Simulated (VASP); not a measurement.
A run of VASP 6.6.1:

INCAR

```
SYSTEM = As
PREC = Accurate ; ENCUT = 520
EDIFF = 1E-8 ; ISMEAR = -1
SIGMA = 0.05 ; LREAL = .FALSE.
LASPH = .TRUE. ; NELM = 120
ALGO = Normal ; ISIF = 2
LWAVE = .FALSE. ; LCHARG = .FALSE.
GGA = CA ; LEFG = .TRUE.
NBANDS = 22 ; GGA_COMPAT = .FALSE.
```

The input KPOINTS:

```
regular mesh
0
G
  13 13 13
  0 0 0
```

The input POSCAR:

```
As
1.0
    1.8734626231      1.0816441497      3.4741118193
   -1.8734626231      1.0816441497      3.4741118193
    0.0000000000     -2.1632882995      3.4741118193
As
2
Direct
    0.2275400000      0.2275400000      0.2275400000
    0.7724600000      0.7724600000      0.7724600000
```

Potentials or basis: VASP PAW LDA potentials, release 64 (As_d).

The run is started by

```bash
$ cat potpaw_LDA.64/As_d/POTCAR > POTCAR
$ mpirun -np 1 vasp_std > vasp.out
```

Hardware: 1 thread of Intel(R) Xeon(R) 6975P-C (Granite Rapids), with other jobs on the host.

Task: How long does it take, and how much memory?

Result: Run time: 95 s on 1 thread of Intel(R) Xeon(R) 6975P-C (Granite Rapids) (shared host), peak memory 0.27 GiB. Counts: scf iterations 12, k points 231.
